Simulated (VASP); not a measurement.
AlN, 2 atoms in the cell. It takes space group I-4m2 (No. 119, tetragonal). The conventional cell has a = 3.064 Å, b = 3.064 Å, c = 4.425 Å, α = 90.00°, β = 90.00°, γ = 90.00°. Al (site symmetry -4m2) has 4 N at 1.89 Å within 2.5 Å. N (site symmetry -4m2) has 4 Al at 1.89 Å within 2.5 Å.  This cell differs from its parent crystal: film at in-plane strain -0.01.

```yaml
Program: VASP 6.6.1
Task: single point
Functional: PBEsol
Potentials_or_basis: VASP PAW PBE potentials, release 64 (Al, N)
Cutoff: 520 eV
k_mesh: 10 × 10 × 10
Occupations: gaussian, width 0.01 eV
Spin: no spin polarisation
Dipole_correction: no
Further_INCAR_settings: ALGO = Normal; EDIFF = 1e-07; NBANDS = 11
```

Potentials or basis: VASP PAW PBE potentials, release 64 (Al, N).

Launch:

```console
$ cat potpaw_PBE.64/Al/POTCAR potpaw_PBE.64/N/POTCAR > POTCAR
$ mpirun -np 1 vasp_std > vasp.out
```

Hardware: 1 thread of Intel(R) Xeon(R) Platinum 8559C (Emerald Rapids), on a shared host.

Question: Estimate the wall time of this run.

Answer: Run time: 12 s on 1 thread of Intel(R) Xeon(R) Platinum 8559C (Emerald Rapids), with other jobs on the host, peak memory 0.14 GiB. Counts: scf iterations 12, k points 102.
